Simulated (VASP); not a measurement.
Write the native input for VASP 6.6.1 that does the following.

* Task: single point
* Functional: PBEsol
* Potentials or basis: VASP PAW PBE potentials, release 64 (Ta_pv)
* Cutoff: 520 eV
* k mesh: 11 × 11 × 5
* Occupations: fermi-dirac, width 0.05 eV
* Spin: no spin polarisation
* Dipole correction: no
* Further INCAR settings: ALGO = Normal; EDIFF = 1e-07; NBANDS = 18

The structure of Ta lies in POSCAR:

```
Ta
1.0
    2.8194229064      0.0000000000      0.0000000000
   -1.4097114532      2.4416918610      0.0000000000
    0.0000000000      0.0000000000      5.0240454535
Ta
2
Direct
    0.3333333333      0.6666666667      0.2500000000
    0.6666666667      0.3333333333      0.7500000000
```

One way to write it, as run:

INCAR

```
  PREC = Accurate
  ENCUT = 520
  EDIFF = 1E-7
  ISMEAR = -1
  SIGMA = 0.05
  LREAL = F
  LASPH = T
  NELM = 80
  ALGO = Normal
  ISIF = 2
  LWAVE = F
  LCHARG = F
  GGA = PS
  NBANDS = 18
```

KPOINTS

```
regular mesh
0
Gamma
  11 11 5
```

Potentials or basis: VASP PAW PBE potentials, release 64 (Ta_pv).

The run is started by

```sh
$ cat potpaw_PBE.64/Ta_pv/POTCAR > POTCAR
$ mpirun -np 1 vasp_std > vasp.out
```

It gave:

```json
{
 "Pressure": "10.4 GPa",
 "Band gap on the k mesh": "zero (band 11 reaches 7.25 eV, above the bottom of band 12 at 5.48 eV)"
}
```

Caveat: the PAW data sets were made with another functional, which shifts forces and pressure a little; spin-orbit coupling is left out, which moves the levels of the heavy elements.

Run time: 12 s on 1 thread of Intel(R) Xeon(R) 6975P-C (Granite Rapids), on a shared host, peak memory 0.16 GiB.
